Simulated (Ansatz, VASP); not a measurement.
**Two plane-wave programs on MgO**

The input INCAR:

```
SYSTEM = MgO
PREC = Accurate
ENCUT = 520
EDIFF = 1E-6
ISMEAR = 0
SIGMA = 0.05
LREAL = .FALSE.
LASPH = .TRUE.
NELM = 100
ALGO = Normal
ISIF = 2
LWAVE = .FALSE.
LCHARG = .FALSE.
GGA = PE
NBANDS = 26
```

KPOINTS

```
Automatic mesh
0
G
  6 6 6
  0 0 0
```

POSCAR

```
MgO
1.0
    4.2703000000      0.0000000000      0.0000000000
    0.0000000000     -4.2703000000      0.0000000000
    0.0000000000      0.0000000000     -4.2703000000
Mg O
4 4
Direct
   -0.0198704573      0.5198704573      0.5000000000
    0.5000000000      0.0000000000      0.5000000000
    0.5000000000      0.5000000000      0.0000000000
    0.0000000000      0.0000000000      0.0000000000
    0.5000000000      0.0000000000      0.0000000000
    0.0000000000      0.5000000000      0.0000000000
    0.0000000000      0.0000000000      0.5000000000
    0.5000000000      0.5000000000      0.5000000000
```

Input for Ansatz:

```yaml
crystal:
  lattice:
    - [4.2703, 0.0, 0.0]
    - [0.0, -4.2703, 0.0]
    - [0.0, 0.0, -4.2703]
  atoms:
    - { symbol: Mg, position: [-0.0198704573, 0.5198704573, 0.5] }
    - { symbol: Mg, position: [0.5, 0.0, 0.5] }
    - { symbol: Mg, position: [0.5, 0.5, 0.0] }
    - { symbol: Mg, position: [0.0, 0.0, 0.0] }
    - { symbol: O, position: [0.5, 0.0, 0.0] }
    - { symbol: O, position: [0.0, 0.5, 0.0] }
    - { symbol: O, position: [0.0, 0.0, 0.5] }
    - { symbol: O, position: [0.5, 0.5, 0.5] }
basis:
  ecutwfc: 420
kpoints:
  mp_grid: { grid: [6, 6, 6] }
hamiltonian:
  xc: pbe
scf:
  occupations: { method: gaussian, width: 0.05 }
output:
  forces: true
  stress: true
  eigenvalues: true
```

Alike in both runs: task single point; functional PBE; k mesh 6 × 6 × 6; occupations gaussian, width 0.05 eV; no spin polarisation.

|  | VASP | Ansatz |
| --- | --- | --- |
| version | VASP 6.6.1 | Ansatz 0.2.0 |
| potentials or method | VASP PAW PBE potentials, release 64 (Mg, O), cutoff 520 eV | scalar-relativistic, plane waves, PAW |
| valence electrons in the cell | 32 | 64 |

|  | VASP | Ansatz | Ansatz less VASP |
| --- | --- | --- | --- |
| gap on the k mesh at the Fermi level (eV) | 4.33 | 4.35 | +0.017 |
| least direct gap on the mesh (eV) | 4.33 | 4.35 | +0.017 |
| pressure (GPa) | -2.1 | -1.3 | +0.78 |
| traceless stress, the component that is largest in VASP (GPa) | -0.34 | -0.34 | +0.003 |
| rms of the force components (eV/Å) | 0.241 | 0.239 | -0.0021 |

Atom by atom the forces differ by 0.002 eV/Å (rms over components). VASP's potentials hold 32 valence electrons a cell and Ansatz's 64, so a difference there can come from the potentials and not from the codes.
